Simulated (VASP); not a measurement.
Write the native input for VASP 6.6.1 that does the following.

| Item | Value |
| --- | --- |
| Task | single point |
| Functional | PBEsol |
| Potentials or basis | VASP PAW PBE potentials, release 64 (Ti_sv, Al) |
| Cutoff | 520 eV |
| k mesh | 12 × 12 × 12 |
| Occupations | gaussian, width 0.15 eV |
| Spin | collinear spin |
| Starting moments | [0.9, 0.9, 0.9, 0.0] μB |
| Fixed moment | 2.7 μB |
| Dipole correction | no |
| Further INCAR settings | ALGO = Normal; EDIFF = 1e-06; NBANDS = 32 |

The structure of Ti3Al lies in POSCAR:

```
Ti3Al
1.0
    0.0000000000      3.1911121595      3.1911121595
    3.1911121595      0.0000000000      3.1911121595
    3.1911121595      3.1911121595      0.0000000000
Ti Al
3 1
Direct
    0.7500000000      0.7500000000      0.7500000000
    0.2500000000      0.2500000000      0.2500000000
    0.0000000000      0.0000000000      0.0000000000
    0.5000000000      0.5000000000      0.5000000000
```

These files were run (other wordings do the same):

INCAR

```
SYSTEM = Ti3Al
PREC = Accurate
ENCUT = 520
EDIFF = 1E-6
ISMEAR = 0
SIGMA = 0.15
LREAL = .FALSE.
LASPH = .TRUE.
NELM = 150
ALGO = Normal
ISIF = 2
LWAVE = .FALSE.
LCHARG = .TRUE.
ISPIN = 2
MAGMOM = 0.9 0.9 0.9 0
LORBIT = 11
NUPDOWN = 2.7
LMAXMIX = 4
GGA = PS
LELF = .TRUE.
LVHAR = .TRUE.
NBANDS = 32
```

KPOINTS

```
Automatic mesh
0
G
  12 12 12
  0 0 0
```

Potentials or basis: VASP PAW PBE potentials, release 64 (Ti_sv, Al).

The run is started by

```bash
$ cat potpaw_PBE.64/Ti_sv/POTCAR potpaw_PBE.64/Al/POTCAR > POTCAR
$ mpirun -np 1 vasp_std > vasp.out
```

It gave:

| Quantity | Value |
| --- | --- |
| Pressure | 1.0 GPa |
| Net moment | 2.70 μB per cell |
| Site moments | Ti +0.46, +1.08 (each value once); Al -0.02 μB |
| Valence electrons inside the program's atomic spheres | Ti 10.29, 10.36 (each value once); Al 0.84 |

Caveat: the PAW data sets were made with another functional, which shifts forces and pressure a little; the total moment is fixed, so each spin has its own Fermi level and the state may be an excited one.

It took 6.2 min on 1 thread of AMD EPYC 9R14 (Zen 4), on a shared host, peak memory 0.35 GiB.
